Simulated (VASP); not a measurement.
# InSb (P4/mmm) in VASP: a series of runs, part 2 of 2

VASP 6.6.1. Earlier steps stand in the parts before.

### Step 4. Single point, LDA (31.66 Å³/atom)

This run uses another cell than the first one, of 31.66 Å³/atom.

INCAR reads:

```
SYSTEM = InSb
PREC = Accurate ; ENCUT = 520
EDIFF = 1E-6 ; ISMEAR = 0
SIGMA = 0.15 ; LREAL = .FALSE.
LASPH = .TRUE. ; NELM = 60
ALGO = Normal ; ISIF = 2
LWAVE = .FALSE. ; LCHARG = .FALSE.
GGA = CA ; NBANDS = 16
```

KPOINTS reads:

```
Automatic mesh
0
G
  16 16 8
  0 0 0
```

POSCAR reads:

```
InSb
1.0
    3.1608629583      0.0000000000      0.0000000000
    0.0000000000      3.1608629583      0.0000000000
    0.0000000000      0.0000000000      6.3384699889
In Sb
1 1
Direct
    0.0000000000      0.0000000000      0.0000000000
    0.0000000000      0.0000000000      0.5000000000
```

Potentials or basis: VASP PAW LDA potentials, release 64 (In_d, Sb).

Run with:

```console
> cat potpaw_LDA.64/In_d/POTCAR potpaw_LDA.64/Sb/POTCAR > POTCAR
> mpirun -np 1 vasp_std > vasp.out
```

OUTCAR:

```text
SYSTEM = InSb
   PREC = Accurate
   ENCUT = 520
   EDIFF = 1E-6
   ISMEAR = 0
   LREAL = .FALSE.
   LASPH = .TRUE.
   NELM = 60
   ISIF = 2
   GGA = CA

 ion  position               nearest neighbor table
   1  0.000  0.000  0.000-   2 3.17   2 3.17
   2  0.000  0.000  0.500-   1 3.17   1 3.17

  LATTYP: Found a simple tetragonal cell.
 ALAT       =     3.1608629583
 C/A-ratio  =     2.0052973104

  Lattice vectors:

 A1 = (   3.1608629583,   0.0000000000,   0.0000000000)
 A2 = (   0.0000000000,   3.1608629583,   0.0000000000)
 A3 = (   0.0000000000,   0.0000000000,   6.3384699889)

Analysis of symmetry for initial positions (statically):
=====================================================================
 Subroutine PRICEL returns:
 Original cell was already a primitive cell.

 Routine SETGRP: Setting up the symmetry group for a
 simple tetragonal supercell.

 Subroutine GETGRP returns: Found 16 space group operations
 (whereof 16 operations were pure point group operations)
 out of a pool of 16 trial point group operations.

The static configuration has the point symmetry D_4h.

Analysis of symmetry for dynamics (positions and initial velocities):
=====================================================================
 Subroutine PRICEL returns:
 Original cell was already a primitive cell.

 Routine SETGRP: Setting up the symmetry group for a
 simple tetragonal supercell.

 Subroutine GETGRP returns: Found 16 space group operations
 (whereof 16 operations were pure point group operations)
 out of a pool of 16 trial point group operations.

The dynamic configuration has the point symmetry D_4h.

 Subroutine INISYM returns: Found 16 space group operations
 (whereof 16 operations are pure point group operations),
 and found     1 'primitive' translations

----------------------------------------------------------------------------------------

                                     Primitive cell

[... 110 lines left out ...]
     AMIX_MAG =   1.60;   BMIX_MAG =  1.00
  volume/ion in A,a.u.               =      31.66       213.68
  Fermi-wavevector in a.u.,A,eV,Ry     =   1.076384  2.034070 15.763733  1.158602
  Thomas-Fermi vector in A             =   2.212266
   LORBIT       =      0    0 simple, 1 ext, 2 COOP (PROOUT), +10 PAW based schemes
   GGA     = CA    functional components
   LHFCALC =     F    Hartree Fock is set to
   AEXX    =    0.0000 exact exchange contribution
   IVDW    =     0    specifies the selected vdW correction
   LEPSILON=     F    determine dielectric tensor
   LRPA    =     F    only Hartree local field effects (RPA)
 non-spin polarized calculation
 Gauss-broadening in eV      SIGMA  =   0.15
  energy-cutoff  :      520.00
  volume of cell :       63.33
 maximum number of plane-waves:      1732
 NGX is ok and might be reduce to    24
   NGX = 11   NGY = 11   NGZ = 23

 number of electron      18.0000017 magnetization

 Free energy of the ion-electron system (eV)
  ---------------------------------------------------
  ext. energy  EPLUGINS =         0.00000000
  ---------------------------------------------------
  free energy    TOTEN  =        -7.78931878 eV

  energy without entropy =       -7.77881102  energy(sigma->0) =       -7.78406490

 E-fermi :   5.6348     XC(G=0):  -9.5598

 val. band max:        5.6288685168   @ k =   0.3125   0.0000   0.5000
 cond. band min:       5.6598678799   @ k =   0.2500   0.2500   0.2500
 fundamental gap:      0.0309993630
 Fermi energy:         5.6348365097

 k-point     1 :       0.0000    0.0000    0.0000
  band No.  band energies     occupation
      1      -9.1040      2.00000
      2      -8.9092      2.00000
      3      -8.6205      2.00000
      4      -8.6205      2.00000
      5      -8.5569      2.00000
      6      -5.4635      2.00000
[... 433 lines left out ...]
      3      -8.7369      2.00000
      4      -8.6309      2.00000
      5      -8.5762      2.00000
      6      -2.9332      2.00000
[... 8 lines left out ...]
     15      14.4547      0.00000
     16      16.8171      0.00000

 [... further k-points ...]

------------------------ aborting loop because EDIFF is reached ----------------------------------------

  FORCE on cell =-STRESS in cart. coord.  units (eV):
  Direction    XX          YY          ZZ          XY          YZ          ZX
  --------------------------------------------------------------------------------------
  -------------------------------------------------------------------------------------
  Total       -2.3479983     -2.3479983     -2.1131628      0.0000000     -0.0000000     -0.0000000
  in kB      -59.4035750    -59.4035750    -53.4623165      0.0000000     -0.0000000     -0.0000000
  external PRESSURE =     -57.4231555 kB  Pullay stress =       0.0000000 kB

 VOLUME and BASIS-vectors are now :
 -----------------------------------------------------------------------------
  energy-cutoff  :      520.00
  volume of cell :       63.33
      direct lattice vectors                 reciprocal lattice vectors
     3.160862958  0.000000000  0.000000000     0.316369300  0.000000000  0.000000000
     0.000000000  3.160862958  0.000000000     0.000000000  0.316369300  0.000000000
     0.000000000  0.000000000  6.338469989     0.000000000  0.000000000  0.157766780

 POSITION                                       TOTAL-FORCE (eV/Angst)
 -----------------------------------------------------------------------------------
      0.00000      0.00000      0.00000         0.000000      0.000000      0.000000
      0.00000      0.00000      3.16923         0.000000      0.000000      0.000000
 -----------------------------------------------------------------------------------
    total drift:                                0.000000     -0.000000     -0.000000

  FREE ENERGIE OF THE ION-ELECTRON SYSTEM (eV)
  ---------------------------------------------------
  free  energy   TOTEN  =        -7.7893187846 eV

  energy  without entropy=       -7.7788110241  energy(sigma->0) =       -7.78406490
```

It took 40 s on 1 thread of Intel Xeon 6975P-C (Granite Rapids), shared host; peak memory 0.34 GiB.

Results:

```yaml
Free_energy: -7.7893 eV
Pressure: -5.7 GPa
Band_gap_on_the_k_mesh: zero (bands 9 and 10 overlap by 5.34 eV)
```

Caveat: the cell stands under tension; spin-orbit coupling is left out, which moves the levels of the heavy elements.

### Step 5. Summary

```tsv
cell	gap on the mesh (eV)	pressure (GPa)
a = 3.025, b = 3.025, c = 6.443 Å, 2 atoms	none	-3.1
a = 3.149, b = 3.149, c = 5.945 Å, 2 atoms	none	-3.2
a = 3.161, b = 3.161, c = 6.338 Å, 2 atoms	none	-5.7
```

Alike in all rows: task single point; level LDA; potentials or basis VASP PAW LDA potentials, release 64 (In_d, Sb); no spin polarisation; k mesh 16 × 16 × 8; cutoff (eV) 520; smearing gaussian 0.15 eV.

Caveats: the cell stands under tension; spin-orbit coupling is left out, which moves the levels of the heavy elements.

Total energies depend on the potentials used, so only differences within one code and one set of settings carry meaning.
